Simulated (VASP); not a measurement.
# BAs (F-43m) in VASP: settings compared

Aim: see how the results for BAs move with the level of theory and the settings. Levels: r2SCAN, PBE. Tasks: single point.

Everything below comes from runs of VASP 6.6.1. Logs are shortened: lines on timing, memory, paths and dates and some standing lists are left out, and cuts for length are marked.

### 1 The cell of the first run

The structure is cubic, space group F-43m (No. 216). The conventional cell has a = 4.809 Å, b = 4.809 Å, c = 4.809 Å, α = 90.00°, β = 90.00°, γ = 90.00°. Within 2.8 Å of B (site symmetry -43m) lie 4 As at 2.08 Å. Within 2.8 Å of As (site symmetry -43m) lie 4 B at 2.08 Å.

### 2 Single point, r2SCAN

Input file POSCAR:

```
BAs
1.0
    0.0000000000      2.4044111665      2.4044111665
    2.4044111665      0.0000000000      2.4044111665
    2.4044111665      2.4044111665      0.0000000000
B As
1 1
Direct
    0.0000000000      0.0000000000      0.0000000000
    0.2500000000      0.2500000000      0.2500000000
```

Input file INCAR.step1:

```
PREC = Accurate ; ENCUT = 520
ISMEAR = 0 ; SIGMA = 0.02
LREAL = F ; LASPH = T
NELM = 80 ; NBANDS = 11
GGA = PE ; ALGO = Normal
EDIFF = 1E-4 ; LWAVE = T
LCHARG = F
```

Input file INCAR.step2:

```
PREC = Accurate ; ENCUT = 520
EDIFF = 1E-6 ; ISMEAR = 0
SIGMA = 0.02 ; LREAL = F
LASPH = T ; NELM = 80
ALGO = Normal ; ISIF = 2
LWAVE = F ; LCHARG = F
METAGGA = R2SCAN ; LMIXTAU = T
NBANDS = 11 ; ISTART = 1
```

Input file KPOINTS:

```
regular mesh
0
Gamma
  10 10 10
```

Potentials or basis: VASP PAW PBE potentials, release 64 (B, As).

Started as:

```bash
$ cat potpaw_PBE.64/B/POTCAR potpaw_PBE.64/As/POTCAR > POTCAR
$ cp INCAR.step1 INCAR
$ mpirun -np 1 vasp_std > vasp.out
$ cp INCAR.step2 INCAR
$ mpirun -np 1 vasp_std > vasp.out
```

OUTCAR:

```text
PREC = Accurate
   ENCUT = 520
   EDIFF = 1E-6
   ISMEAR = 0
   LREAL = F
   LASPH = T
   NELM = 80
   ISIF = 2
   METAGGA = R2SCAN
   ISTART = 1

 ion  position               nearest neighbor table
   1  0.000  0.000  0.000-   2 2.08   2 2.08   2 2.08   2 2.08
   2  0.250  0.250  0.250-   1 2.08   1 2.08   1 2.08   1 2.08

  LATTYP: Found a face centered cubic cell.
 ALAT       =     4.8088223330

  Lattice vectors:

 A1 = (   0.0000000000,   2.4044111665,   2.4044111665)
 A2 = (   2.4044111665,   0.0000000000,   2.4044111665)
 A3 = (   2.4044111665,   2.4044111665,   0.0000000000)

Analysis of symmetry for initial positions (statically):
=====================================================================
 Subroutine PRICEL returns:
 Original cell was already a primitive cell.

 Routine SETGRP: Setting up the symmetry group for a
 face centered cubic supercell.

 Subroutine GETGRP returns: Found 24 space group operations
 (whereof 24 operations were pure point group operations)
 out of a pool of 48 trial point group operations.

The static configuration has the point symmetry T_d .

Analysis of symmetry for dynamics (positions and initial velocities):
=====================================================================
 Subroutine PRICEL returns:
 Original cell was already a primitive cell.

 Routine SETGRP: Setting up the symmetry group for a
 face centered cubic supercell.

 Subroutine GETGRP returns: Found 24 space group operations
 (whereof 24 operations were pure point group operations)
 out of a pool of 48 trial point group operations.

The dynamic configuration has the point symmetry T_d .

 Subroutine INISYM returns: Found 24 space group operations
 (whereof 24 operations are pure point group operations),
 and found     1 'primitive' translations

----------------------------------------------------------------------------------------

                                     Primitive cell

  volume of cell :      27.8007

  direct lattice vectors                    reciprocal lattice vectors
     0.000000000  2.404411167  2.404411167    -0.207951122  0.207951122  0.207951122
     2.404411167  0.000000000  2.404411167     0.207951122 -0.207951122  0.207951122
     2.404411167  2.404411167  0.000000000     0.207951122  0.207951122 -0.207951122

  length of vectors
     3.400350881  3.400350881  3.400350881     0.360181909  0.360181909  0.360181909

  position of ions in fractional coordinates (direct lattice)
     0.000000000  0.000000000  0.000000000
     0.250000000  0.250000000  0.250000000

  ion indices of the primitive-cell ions
   primitive index   ion index
                 1           1
                 2           2

----------------------------------------------------------------------------------------

 KPOINTS: regular mesh

Automatic generation of k-mesh.
 Grid dimensions read from file:
 generate k-points for:   10   10   10

 Generating k-lattice:

  Cartesian coordinates                     Fractional coordinates (reciprocal lattice)
    -0.020795112  0.020795112  0.020795112     0.100000000  0.000000000  0.000000000
     0.020795112 -0.020795112  0.020795112     0.000000000  0.100000000  0.000000000
     0.020795112  0.020795112 -0.020795112     0.000000000  0.000000000  0.100000000

  Length of vectors
     0.036018191  0.036018191  0.036018191

  Shift w.r.t. Gamma in fractional coordinates (k-lattice)
     0.000000000  0.000000000  0.000000000

 Subroutine IBZKPT returns following result:
 ===========================================

 Found     47 irreducible k-points:

 Following reciprocal coordinates:
            Coordinates               Weight
  0.000000  0.000000  0.000000      1.000000
  0.100000  0.000000  0.000000      8.000000
  0.200000  0.000000  0.000000      8.000000
  0.300000  0.000000  0.000000      8.000000
  0.400000  0.000000  0.000000      8.000000
  0.500000  0.000000  0.000000      4.000000
[... 16 lines left out ...]
  0.300000  0.300000  0.000000      6.000000
  0.400000  0.300000  0.000000     24.000000
 [... further k-points ...]
   k-points           NKPTS =     47   k-points in BZ     NKDIM =     47   number of bands    NBANDS=     11
   number of dos      NEDOS =    301   number of ions     NIONS =      2
   total plane-waves  NPLWV =  21952
   dimension x,y,z NGX =    28 NGY =   28 NGZ =   28
   dimension x,y,z NGXF=    56 NGYF=   56 NGZF=   56
   ions per type =               1   1
   NGX,Y,Z   is equivalent  to a cutoff of  13.69, 13.69, 13.69 a.u.
   NGXF,Y,Z  is equivalent  to a cutoff of  27.38, 27.38, 27.38 a.u.
 SYSTEM =  unknown system
   PREC   = accura    normal or accurate (medium, high low for compatibility)
   ISTART =      1    job   : 0-new  1-cont  2-samecut
   ICHARG =      0    charge: 1-file 2-atom 10-const
   ISPIN  =      1    spin polarized calculation?
   LNONCOLLINEAR =      F non collinear calculations
   LSORBIT =      F    spin-orbit coupling
   LASPH  =      T    aspherical Exc in radial PAW
   ENCUT  =  520.0 eV  38.22 Ry    6.18 a.u.   6.32  6.32  6.32*2*pi/ulx,y,z
   NELM   =     80;   NELMIN=  2; NELMDL=  0     # of ELM steps
   EDIFF  = 0.1E-05   stopping-criterion for ELM
   LREAL  =      F    real-space projection
   EDIFFG = 0.1E-04   stopping-criterion for IOM
   NSW    =      0    number of steps for IOM
   IBRION =     -1    ionic relax: 0-MD 1-quasi-New 2-CG
   NFREE  =      0    steps in history (QN), initial steepest desc. (CG)
   ISIF   =      2    stress and relaxation
   ISYM   =      2    0-nonsym 1-usesym 2-fastsym
   POTIM  = 0.5000    time-step for ionic-motion
   TEBEG  =    0.0;   TEEND  =   0.0 temperature during run
   PSTRESS=    0.0 pullay stress
   NELECT =       8.0000    total number of electrons
   NUPDOWN=      -1.0000    fix difference up-down
   EMIN   =  10.00;   EMAX   =-10.00  energy-range for DOS
   EFERMI =   0.00;   METHOD = LEGACY
   ISMEAR =     0;   SIGMA  =   0.02  broadening in eV -4-tet -1-fermi 0-gaus
   EFERMI_NEDOS =   21; number of points for ismear=-14 and -15
   IALGO  =     38    algorithm
   IMIX   =      4    mixing-type and parameters
     AMIX     =   0.40;   BMIX     =  1.00
     AMIX_MAG =   1.60;   BMIX_MAG =  1.00
  volume/ion in A,a.u.               =      13.90        93.80
  Fermi-wavevector in a.u.,A,eV,Ry     =   1.080818  2.042451 15.893898  1.168169
  Thomas-Fermi vector in A             =   2.216819
   LORBIT       =      0    0 simple, 1 ext, 2 COOP (PROOUT), +10 PAW based schemes
   METAGGA = R2SCAN    functional components
   LHFCALC =     F    Hartree Fock is set to
   AEXX    =    0.0000 exact exchange contribution
   IVDW    =     0    specifies the selected vdW correction
   LEPSILON=     F    determine dielectric tensor
   LRPA    =     F    only Hartree local field effects (RPA)
 non-spin polarized calculation
 Gauss-broadening in eV      SIGMA  =   0.02
  energy-cutoff  :      520.00
  volume of cell :       27.80
 maximum number of plane-waves:       763
 NGX is ok and might be reduce to    28
   NGX = 13   NGY = 13   NGZ = 13

 number of electron       8.0000000 magnetization

 Free energy of the ion-electron system (eV)
  ---------------------------------------------------
  ext. energy  EPLUGINS =         0.00000000
  ---------------------------------------------------
  free energy    TOTEN  =       -22.25394649 eV

  energy without entropy =      -22.25394649  energy(sigma->0) =      -22.25394649

 E-fermi :   5.9262     XC(G=0): -11.0433

 val. band max:        5.8028018905   @ k =   0.0000   0.0000   0.0000
 cond. band min:       7.1940047096   @ k =   0.4000   0.4000   0.0000
 fundamental gap:      1.3912028191
 Fermi energy:         5.9262392270

 k-point     1 :       0.0000    0.0000    0.0000
  band No.  band energies     occupation
      1     -10.1677      2.00000
      2       5.8028      2.00000
      3       5.8028      2.00000
      4       5.8028      2.00000
      5       9.2261      0.00000
      6       9.2261      0.00000
      7       9.2261      0.00000
      8      10.6898      0.00000
      9      16.0738      0.00000
     10      19.1661      0.00000
     11      19.1661      0.00000

 k-point     2 :       0.1000    0.0000    0.0000
  band No.  band energies     occupation
      1      -9.9983      2.00000
      2       4.3457      2.00000
      3       5.4885      2.00000
      4       5.4885      2.00000
      5       9.4169      0.00000
      6       9.6411      0.00000
      7       9.6411      0.00000
      8      11.6102      0.00000
      9      16.7151      0.00000
     10      18.1704      0.00000
     11      18.1704      0.00000

 k-point     3 :       0.2000    0.0000    0.0000
  band No.  band energies     occupation
      1      -9.4989      2.00000
      2       1.8935      2.00000
      3       4.8889      2.00000
      4       4.8889      2.00000
      5       9.2031      0.00000
      6      10.3954      0.00000
      7      10.3954      0.00000
      8      13.3890      0.00000
      9      17.4545      0.00000
     10      17.4545      0.00000
     11      17.7111      0.00000

 k-point     4 :       0.3000    0.0000    0.0000
  band No.  band energies     occupation
      1      -8.7079      2.00000
      2      -0.4748      2.00000
      3       4.3579      2.00000
      4       4.3579      2.00000
      5       8.9181      0.00000
      6      10.8305      0.00000
      7      10.8305      0.00000
      8      14.8201      0.00000
      9      17.7981      0.00000
     10      17.9254      0.00000
     11      17.9254      0.00000
[... 239 lines left out ...]
 k-point    22 :      -0.2000    0.2000    0.0000
  band No.  band energies     occupation
      1      -8.4353      2.00000
      2       0.0896      2.00000
      3       1.6170      2.00000
      4       4.4507      2.00000
      5       9.9856      0.00000
      6      11.1583      0.00000
      7      12.1229      0.00000
      8      13.2568      0.00000
      9      16.1512      0.00000
     10      19.0902      0.00000
     11      20.6960      0.00000

 k-point    23 :       0.3000    0.3000    0.0000
  band No.  band energies     occupation
      1      -8.1887      2.00000
      2       0.3228      2.00000
      3       2.5009      2.00000
      4       2.5009      2.00000
      5       7.4046      0.00000
      6       9.7775      0.00000
      7      14.6639      0.00000
      8      14.6639      0.00000
      9      17.4127      0.00000
     10      21.4065      0.00000
     11      21.5820      0.00000

 k-point    24 :       0.4000    0.3000    0.0000
  band No.  band energies     occupation
      1      -7.4356      2.00000
      2      -0.9717      2.00000
      3       1.7046      2.00000
      4       2.1931      2.00000
      5       7.7197      0.00000
      6       9.5042      0.00000
      7      15.0727      0.00000
      8      15.3147      0.00000
      9      18.5722      0.00000
     10      22.2566      0.00000
     11      22.3124      0.00000

 [... further k-points ...]
[... 5 lines left out ...]
  --------------------------------------------------------------------------------------
  -------------------------------------------------------------------------------------
  Total       -0.3335183     -0.3335183     -0.3335183      0.0000000      0.0000000     -0.0000000
  in kB      -19.2209140    -19.2209140    -19.2209140      0.0000000      0.0000000     -0.0000000
  external PRESSURE =     -19.2209140 kB  Pullay stress =       0.0000000 kB

 VOLUME and BASIS-vectors are now :
 -----------------------------------------------------------------------------
  energy-cutoff  :      520.00
  volume of cell :       27.80
      direct lattice vectors                 reciprocal lattice vectors
     0.000000000  2.404411167  2.404411167    -0.207951122  0.207951122  0.207951122
     2.404411167  0.000000000  2.404411167     0.207951122 -0.207951122  0.207951122
     2.404411167  2.404411167  0.000000000     0.207951122  0.207951122 -0.207951122

 POSITION                                       TOTAL-FORCE (eV/Angst)
 -----------------------------------------------------------------------------------
      0.00000      0.00000      0.00000        -0.000000     -0.000000     -0.000000
      1.20221      1.20221      1.20221         0.000000      0.000000      0.000000
 -----------------------------------------------------------------------------------
    total drift:                               -0.000000     -0.000000     -0.000000

  FREE ENERGIE OF THE ION-ELECTRON SYSTEM (eV)
  ---------------------------------------------------
  free  energy   TOTEN  =       -22.2539464926 eV

  energy  without entropy=      -22.2539464926  energy(sigma->0) =      -22.25394649
```

It took 63 s on 1 thread of Intel Xeon 6975P-C (Granite Rapids), shared host; peak memory 0.17 GiB.

What came out:

```
Free energy            : -22.2539 eV
Pressure               : -1.9 GPa
Band gap on the k mesh : 1.39 eV, indirect (least direct gap 3.42 eV)
```

Caveat: the PAW data sets were made with another functional, which shifts forces and pressure a little.

### 3 Single point, r2SCAN

POSCAR is that of step 2.

Input file INCAR.step1:

```
SYSTEM = BAs
  ALGO = Normal
  EDIFF = 1E-4
  ENCUT = 520
  GGA = PE
  ISMEAR = 0
  LASPH = .True.
  LCHARG = .False.
  LREAL = .False.
  LWAVE = .True.
  NBANDS = 11
  NELM = 100
  PREC = Accurate
  SIGMA = 0.02
```

Input file INCAR.step2:

```
SYSTEM = BAs
  ALGO = Normal
  EDIFF = 1E-6
  ENCUT = 520
  ISIF = 2
  ISMEAR = 0
  ISTART = 1
  LASPH = .True.
  LCHARG = .False.
  LMIXTAU = .True.
  LREAL = .False.
  LWAVE = .False.
  METAGGA = R2SCAN
  NBANDS = 11
  NELM = 100
  PREC = Accurate
  SIGMA = 0.02
```

Input file KPOINTS:

```
k-points
0
Gamma
  10 10 10
  0 0 0
```

Potentials or basis: VASP PAW PBE potentials, release 64 (B, As).

Started as:

```bash
$ cat potpaw_PBE.64/B/POTCAR potpaw_PBE.64/As/POTCAR > POTCAR
$ cp INCAR.step1 INCAR
$ mpirun -np 1 vasp_std > vasp.out
$ cp INCAR.step2 INCAR
$ mpirun -np 1 vasp_std > vasp.out
```

It took 65 s on 1 thread of Intel Xeon 6975P-C (Granite Rapids), shared host; peak memory 0.17 GiB.

It converged, with:

* Free energy: -22.2539 eV
* Pressure: -1.9 GPa
* Band gap on the k mesh: 1.39 eV, indirect (least direct gap 3.42 eV)

Levels at points of the mesh, in eV from the valence-band top:
```
           k point  band 1  band 2  band 3  band 4  band 5  band 6  band 7  band 8  band 9
(0.00, 0.00, 0.00)  -15.97    0.00    0.00    0.00    3.42    3.42    3.42    4.89   10.27
(0.50, 0.00, 0.00)  -13.02   -9.09   -1.90   -1.90    2.85    5.04    5.04    9.53   13.48
(0.50, 0.50, 0.00)  -11.62   -8.95   -4.22   -4.22    1.64    1.71   11.96   11.96   13.69
```

Caveat: the PAW data sets were made with another functional, which shifts forces and pressure a little. r2SCAN opens gaps a little over a GGA but as a rule still falls short of measured ones.

### 4 Single point, PBE, non-collinear spin, zero start, spin-orbit coupling

Input file INCAR:

```
ALGO     = Normal         # electronic algorithm
EDIFF    = 1E-6           # SCF threshold, eV
ENCUT    = 520            # plane-wave cutoff, eV
GGA      = PE             # functional
GGA_COMPAT= False        
ISIF     = 2              # what is computed and relaxed
ISMEAR   = 0              # smearing method
LASPH    = True           # aspherical terms in the spheres
LCHARG   = False          # write CHGCAR
LORBIT   = 11             # projections on sites
LORBMOM  = True         
LREAL    = False          # projectors in reciprocal space
LSORBIT  = True           # spin-orbit coupling
LWAVE    = False          # write WAVECAR
MAGMOM   = 0 0 0 0 0 0    # initial moments
NBANDS   = 20             # bands
NELM     = 150            # most SCF steps
PREC     = Accurate       # precision mode
SIGMA    = 0.02           # smearing width, eV
```

Input file KPOINTS:

```
k-points
0
Gamma
  10 10 10
```

POSCAR is that of step 3.

Started as:

```bash
$ cat potpaw_PBE.64/B/POTCAR potpaw_PBE.64/As/POTCAR > POTCAR
$ mpirun -np 1 vasp_ncl > vasp.out
```

Wall time 94 s (1 thread of Intel Xeon 6975P-C (Granite Rapids), shared host); peak memory 0.27 GiB.

Results (log left out):

* Free energy: -11.4240 eV
* Pressure: 0.7 GPa
* Net moment: 0.00 μB per cell
* Valence electrons inside the program's atomic spheres: B 1.81; As 2.90

Moments on the atoms (μB; x, y, z):
```
B   0.00 0.00 0.00
As  0.00 0.00 0.00
```
